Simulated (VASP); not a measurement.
A run of VASP 6.6.1 is set up as follows.

The input POSCAR:

```
TiO2
1.0
    2.7060340000     -2.7066550000      0.0000000000
    2.7060340000      2.7066550000      0.0000000000
   -2.6335310000      0.0000000000      4.7966370000
Ti O
2 4
Direct
    0.1341100000      0.8658900000      0.2500000000
    0.8658900000      0.1341100000      0.7500000000
    0.3312210000      0.0887550000      0.6671490000
    0.6687790000      0.9112450000      0.3328510000
    0.9112450000      0.6687790000      0.8328510000
    0.0887550000      0.3312210000      0.1671490000
```

The input INCAR.step1:

```
PREC = Accurate
ENCUT = 520
ISMEAR = 0
SIGMA = 0.02
LREAL = False
LASPH = True
NELM = 100
NBANDS = 33
GGA = PE
ALGO = Normal
EDIFF = 1E-4
LWAVE = True
LCHARG = False
```

INCAR.step2

```
PREC = Accurate
ENCUT = 520
EDIFF = 1E-6
ISMEAR = 0
SIGMA = 0.02
LREAL = False
LASPH = True
NELM = 100
ALGO = Normal
ISIF = 2
LWAVE = False
LCHARG = False
METAGGA = R2SCAN
LMIXTAU = True
IVDW = 12
VDW_S6 = 1.0
VDW_S8 = 0.78981345
VDW_A1 = 0.49484001
VDW_A2 = 5.73083694
NBANDS = 33
ISTART = 1
```

The input KPOINTS:

```
regular mesh
0
Gamma
  8 8 6
```

Potentials or basis: VASP PAW PBE potentials, release 64 (Ti_sv, O).

Run with:

```bash
$ cat potpaw_PBE.64/Ti_sv/POTCAR potpaw_PBE.64/O/POTCAR > POTCAR
$ cp INCAR.step1 INCAR
$ mpirun -np 1 vasp_std > vasp.out
$ cp INCAR.step2 INCAR
$ mpirun -np 1 vasp_std > vasp.out
```

Task: Estimate the dispersion energy per atom.

Result: -0.104 eV.

Task: What does it give for the pressure?

Result: -6.7 GPa.

Task: Predict the largest force.

Result: 0.199 eV/Å.

Stress tensor (GPa, compression positive):
```
-6.66  0.00 -0.23
 0.00 -6.70  0.00
-0.23  0.00 -6.65
```

Caveat: three body term missing; the cell stands under tension; the PAW data sets were made with another functional, which shifts forces and pressure a little.
